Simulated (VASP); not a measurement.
# Re (P6_3/mmc) in VASP: a series of runs, part 2 of 2

VASP 6.6.1. Earlier steps stand in the parts before.

### Step 4. Relaxation of cell and atoms, PBE

This run uses another cell than the first one, of 14.81 Å³/atom.

INCAR

```
PREC = Accurate
ENCUT = 600
EDIFF = 1E-6
ISMEAR = 0
SIGMA = 0.1
LREAL = F
LASPH = T
NELM = 60
ALGO = Fast
ISIF = 3
LWAVE = F
LCHARG = F
GGA = PE
IBRION = 2
NSW = 100
EDIFFG = -0.005
```

KPOINTS

```
Automatic mesh
0
Gamma
  18 18 6
```

POSCAR

```
Re
1.0
    2.7663873939      0.0000000000      0.0000000000
   -1.3831936969      2.3957617598      0.0000000000
    0.0000000000      0.0000000000      8.9388451600
Re
4
Direct
    0.0000000000      0.0000000000      0.0000000000
    0.3333333300      0.6666666700      0.2500000000
    0.0000000000      0.0000000000      0.5000000000
    0.6666666700      0.3333333300      0.7500000000
```

Potentials or basis: VASP PAW PBE potentials, release 64 (Re).

On the command line:

```
cat potpaw_PBE.64/Re/POTCAR > POTCAR
mpirun -np 1 vasp_std > vasp.out
```

OUTCAR:

```text
PREC = Accurate
   ENCUT = 600
   EDIFF = 1E-6
   ISMEAR = 0
   LREAL = F
   LASPH = T
   NELM = 60
   ISIF = 3
   GGA = PE
   IBRION = 2
   NSW = 100
   EDIFFG = -0.005

 ion  position               nearest neighbor table
   1  0.000  0.000  0.000-   2 2.75   4 2.75   2 2.75   4 2.75   4 2.75   2 2.75
   2  0.333  0.667  0.250-   1 2.75   3 2.75   1 2.75   3 2.75   1 2.75   3 2.75
   3  0.000  0.000  0.500-   2 2.75   4 2.75   2 2.75   4 2.75   4 2.75   2 2.75
   4  0.667  0.333  0.750-   1 2.75   3 2.75   1 2.75   3 2.75   1 2.75   3 2.75

  LATTYP: Found a hexagonal cell.
 ALAT       =     2.7663873939
 C/A-ratio  =     3.2312340563

  Lattice vectors:

 A1 = (   2.7663873939,   0.0000000000,   0.0000000000)
 A2 = (  -1.3831936969,   2.3957617598,   0.0000000000)
 A3 = (   0.0000000000,   0.0000000000,   8.9388451600)

Analysis of symmetry for initial positions (statically):
=====================================================================
 Subroutine PRICEL returns:
 Original cell was already a primitive cell.

 Routine SETGRP: Setting up the symmetry group for a
 hexagonal supercell.

 Subroutine GETGRP returns: Found 24 space group operations
 (whereof 12 operations were pure point group operations)
 out of a pool of 24 trial point group operations.

The static configuration has the point symmetry D_3d.
 The point group associated with its full space group is D_6h.

Analysis of symmetry for dynamics (positions and initial velocities):
=====================================================================
 Subroutine PRICEL returns:
 Original cell was already a primitive cell.

 Routine SETGRP: Setting up the symmetry group for a
 hexagonal supercell.

 Subroutine GETGRP returns: Found 24 space group operations
 (whereof 12 operations were pure point group operations)
 out of a pool of 24 trial point group operations.
[... 128 lines left out ...]
  Fermi-wavevector in a.u.,A,eV,Ry     =   1.275209  2.409796 22.125236  1.626159
  Thomas-Fermi vector in A             =   2.407934
   LORBIT       =      0    0 simple, 1 ext, 2 COOP (PROOUT), +10 PAW based schemes
   GGA     = PE    functional components
   LHFCALC =     F    Hartree Fock is set to
   AEXX    =    0.0000 exact exchange contribution
   IVDW    =     0    specifies the selected vdW correction
   LEPSILON=     F    determine dielectric tensor
   LRPA    =     F    only Hartree local field effects (RPA)
 conjugate gradient relaxation of ions
 non-spin polarized calculation
 RMM-DIIS sequential band-by-band and
 Gauss-broadening in eV      SIGMA  =   0.10
  energy-cutoff  :      600.00
  volume of cell :       59.24
 maximum number of plane-waves:      2020
 NGX is ok and might be reduce to    24
   NGX = 11   NGY = 11   NGZ = 35

--------------------------------------- Ionic step        1  -------------------------------------------

 number of electron      28.0000000 magnetization

 Free energy of the ion-electron system (eV)
  ---------------------------------------------------
  ext. energy  EPLUGINS =         0.00000000
  ---------------------------------------------------
  free energy    TOTEN  =       -49.71144898 eV

  energy without entropy =      -49.69929991  energy(sigma->0) =      -49.70537444

------------------------ aborting loop EDIFF was not reached (unconverged)  ----------------------------

  FORCE on cell =-STRESS in cart. coord.  units (eV):
  Direction    XX          YY          ZZ          XY          YZ          ZX
  --------------------------------------------------------------------------------------
  -------------------------------------------------------------------------------------
  Total        1.2712006      1.2712006      0.8164191      0.0000000      0.0000000     -0.0000000
  in kB       34.3784770     34.3784770     22.0793199      0.0000000      0.0000000     -0.0000000
  external PRESSURE =      30.2787579 kB  Pullay stress =       0.0000000 kB
[... 291 lines left out ...]
--------------------------------------- Ionic step        9  -------------------------------------------

 number of electron      28.0000000 magnetization

 Free energy of the ion-electron system (eV)
  ---------------------------------------------------
  ext. energy  EPLUGINS =         0.00000000
  ---------------------------------------------------
  free energy    TOTEN  =       -49.71742185 eV

  energy without entropy =      -49.70485429  energy(sigma->0) =      -49.71113807

 E-fermi :   7.8138     XC(G=0): -13.6513

 val. band max:        7.8135324428   @ k =   0.4444   0.0556   0.0000
 cond. band min:       7.8183779784   @ k =   0.2778   0.0556   0.0000
 fundamental gap:      0.0048455356
 Fermi energy:         7.8137824875

 k-point     1 :       0.0000    0.0000    0.0000
  band No.  band energies     occupation
      1      -2.0579      2.00000
      2       0.2398      2.00000
      3       0.3103      2.00000
      4       1.2101      2.00000
      5       5.3119      2.00000
      6       5.4093      2.00000
[... 481 lines left out ...]
      5       3.5354      2.00000
      6       3.6710      2.00000
[... 10 lines left out ...]
     17      11.0270      0.00000
     18      11.1992      0.00000

 [... further k-points ...]
[... 5 lines left out ...]
  --------------------------------------------------------------------------------------
  -------------------------------------------------------------------------------------
  Total        0.0141592      0.0141592      0.0078476      0.0000000      0.0000000      0.0000000
  in kB        0.3799897      0.3799897      0.2106059      0.0000000      0.0000000      0.0000000
  external PRESSURE =       0.3235284 kB  Pullay stress =       0.0000000 kB
[... 19 lines left out ...]
  FREE ENERGIE OF THE ION-ELECTRON SYSTEM (eV)
  ---------------------------------------------------
  free  energy   TOTEN  =       -49.7174218481 eV

  energy  without entropy=      -49.7048542909  energy(sigma->0) =      -49.71113807

 reached required accuracy - stopping structural energy minimisation
```

Run time: 16 min. Hardware: 1 thread of AMD EPYC 9R45 (Zen 5), shared host; peak memory 0.3 GiB.

What came out:

```yaml
Free_energy: -49.7174 eV
Relaxed_volume: 14.93 Å³/atom
Relaxed_cell: a = 2.776 Å, b = 2.776 Å, c = 8.946 Å, α = 90.00°, β = 90.00°, γ = 120.00°
Space_group_after_relaxing_to_0.1_Å: P6_3/mmc (No. 194)
Energy_gained_by_relaxing: 1.5 meV/atom
Ionic_steps: 9
Pressure_after_relaxing: 0.0 GPa
```

The path:
```csv
step,energy change (eV),largest force (eV/Å),pressure (GPa),volume (Å³)
1,0.0000,0.0000,3.03,59.24
2,0.0662,0.0000,-11.26,61.68
3,-0.0058,0.0000,-0.21,59.74
4,-0.0058,0.0000,-0.12,59.71
5,-0.0058,0.0000,-0.05,59.70
6,-0.0059,0.0000,0.11,59.68
7,-0.0060,0.0000,0.06,59.69
8,-0.0060,0.0000,-0.18,59.73
9,-0.0060,0.0000,0.03,59.70
```

Final structure:
```
Re
1.0
     2.77589    0.00000    0.00000
    -1.38795    2.40399    0.00000
     0.00000    0.00000    8.94629
Re
4
Direct
  0.00000 0.00000 0.00000
  0.33333 0.66667 0.25000
  0.00000 0.00000 0.50000
  0.66667 0.33333 0.75000
```

Levels at points of the mesh, in eV from the Fermi level:
| k point | band 11 | band 12 | band 13 | band 14 | band 15 | band 16 | band 17 | band 18 |
| --- | --- | --- | --- | --- | --- | --- | --- | --- |
| (0.00, 0.00, 0.00) | -1.59 | -1.22 | -1.22 | -1.11 | -1.11 | 0.50 | 0.60 | 0.60 |
| (0.50, 0.00, 0.00) | -0.81 | 0.29 | 0.29 | 1.10 | 2.06 | 3.81 | 3.85 | 3.97 |
| (0.00, 0.00, 0.50) | -1.44 | -1.44 | -1.44 | -1.44 | -1.10 | -1.10 | 1.13 | 1.13 |
| (0.50, 0.00, 0.50) | -0.68 | -0.68 | 0.26 | 0.26 | 2.65 | 2.65 | 3.86 | 3.86 |

Caveat: the highest band is partly filled, so the run has too few bands; spin-orbit coupling is left out, which moves the levels of the heavy elements.

### Step 5. Summary

```tsv
task	spin	cell	pressure (GPa)
single point	off	a = 2.782, b = 2.782, c = 8.967 Å, angles 90.0, 90.0, 120.0°, 4 atoms	-2.4
single point	non-collinear, zero start, SOC	a = 2.777, b = 2.777, c = 8.951 Å, angles 90.0, 90.0, 120.0°, 4 atoms	0.3
relaxation of cell and atoms	off	relaxed from a = 2.766, b = 2.766, c = 8.939 Å, angles 90.0, 90.0, 120.0°, 4 atoms	0.0
```

Alike in all rows: level PBE; potentials or basis VASP PAW PBE potentials, release 64 (Re); k mesh 18 × 18 × 6; cutoff (eV) 600; smearing gaussian 0.1 eV.

Caveats: spin-orbit coupling is left out, which moves the levels of the heavy elements (at least some runs); the highest band is partly filled, so the run has too few bands (at least some runs).

Absolute energies hang on the potentials; compare differences alone.
